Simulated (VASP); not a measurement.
Input of a VASP 6.6.1 run:

INCAR

```
  PREC = Accurate
  ENCUT = 520
  EDIFF = 1E-7
  ISMEAR = 0
  SIGMA = 0.02
  LREAL = False
  LASPH = True
  NELM = 60
  ALGO = Normal
  ISIF = 2
  LWAVE = False
  LCHARG = False
  GGA = PE
  NBANDS = 11
```

The input KPOINTS:

```
Automatic mesh
0
Gamma
  12 12 12
```

POSCAR

```
C
1.0
    0.0022649180      1.7521369980      1.6986349980
    1.7288636280     -0.0279637120      1.7288636280
    1.6986349980      1.7521369980      0.0022649180
C
2
Direct
    0.5016182260      0.4747024862      0.5016182260
    0.7483817740      0.7752975138      0.7483817740
```

Potentials or basis: VASP PAW PBE potentials, release 64 (C).

Run with:

```console
$ cat potpaw_PBE.64/C/POTCAR > POTCAR
$ mpirun -np 1 vasp_std > vasp.out
```

Q: What does it give for the band gap on the k mesh?

A: 1.97 eV (least direct gap 2.80 eV).

Q: What does it give for the pressure?

A: 53.7 GPa.

Q: What does it give for the largest force?

A: 5.055 eV/Å.

Forces in eV/Å, atoms in the order of the input:
```
C    3.479 -1.161  3.479
C   -3.479  1.161 -3.479
```

Caveat: the cell differs from its parent crystal (strained and its atoms moved); the cell stands under pressure; forces of over 1 eV/Å act on the atoms, so gaps and moduli don't describe the material at rest. A k mesh can miss the band edges.
